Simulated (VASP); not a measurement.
CaSe:

```
Ca Se
1.0
     0.00000    3.23037    3.23037
     3.23037    0.00000    3.23037
     3.23037    3.23037    0.00000
Ca Se
1 1
Direct
  0.00000 0.00000 0.00000
  0.25000 0.25000 0.25000
```

This cell differs from its parent crystal: strain -1.5%.

Base run:

- Program: VASP 6.6.1
- Functional: r2SCAN
- Potentials or basis: VASP PAW PBE potentials, release 64 (Ca_sv, Se)
- Cutoff: 520 eV
- k mesh: 6 × 6 × 6
- Occupations: gaussian, width 0.01 eV
- Spin: no spin polarisation

Its results: band gap on the k mesh 3.84 eV (least direct gap 3.94 eV); pressure 2.0 GPa.

Question: The run is repeated on the same cell with these changes: functional from r2SCAN to HSE06; k mesh from 6 × 6 × 6 to 4 × 4 × 4. What comes out?

Answer: Band gap on the k mesh 4.25 eV (least direct gap 4.35 eV); pressure 2.1 GPa.

Several settings changed at once.

Caveats: some runs use coarse meshes; the structure was generated, so it needn't be the stable form of CaSe; the PAW data sets were made with another functional, which shifts forces and pressure a little.

A k mesh can miss the band edges.
